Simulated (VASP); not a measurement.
Runs of VASP 6.6.1 on BeTe. The structure is that of space group P6_3/mmc (No. 194), or close to it. The cells are those of the table. 

| level | cell | k mesh | gap on the mesh (eV) | pressure (GPa) |
| --- | --- | --- | --- | --- |
| r2SCAN | a = 4.071, b = 4.071, c = 8.225 Å, angles 90.0, 90.0, 120.0°, 4 atoms | 6 × 6 × 4 | 3.09 | (b) |
| PBE | a = 4.073, b = 4.073, c = 8.844 Å, angles 90.0, 90.0, 120.0°, 4 atoms | 6 × 6 × 4 | 2.77 | -1.0 |
| r2SCAN | a = 4.031, b = 4.031, c = 8.144 Å, angles 90.0, 90.0, 120.0°, 4 atoms | 12 × 12 × 4 | (c) | 0.0 |
| r2SCAN | a = 4.110, b = 4.110, c = 8.304 Å, angles 90.0, 90.0, 120.0°, 4 atoms | 6 × 6 × 4 | (a) | -2.3 |
| r2SCAN | a = 4.031, b = 4.031, c = 8.144 Å, angles 90.0, 90.0, 120.0°, 4 atoms | 6 × 6 × 4 | 3.07 | 0.1 |

Alike in all rows: task single point; potentials or basis VASP PAW PBE potentials, release 64 (Be, Te); no spin polarisation; cutoff (eV) 520; smearing gaussian 0.01 eV.

Problem. Estimate the missing entries.

Solution. (a) 3.11; (b) -1.2; (c) 3.04.

Caveats: spin-orbit coupling is left out, which moves the levels of the heavy elements; the PAW data sets were made with another functional, which shifts forces and pressure a little (some runs).

A k mesh can miss the band edges, and the runs leave out spin-orbit coupling on Te.
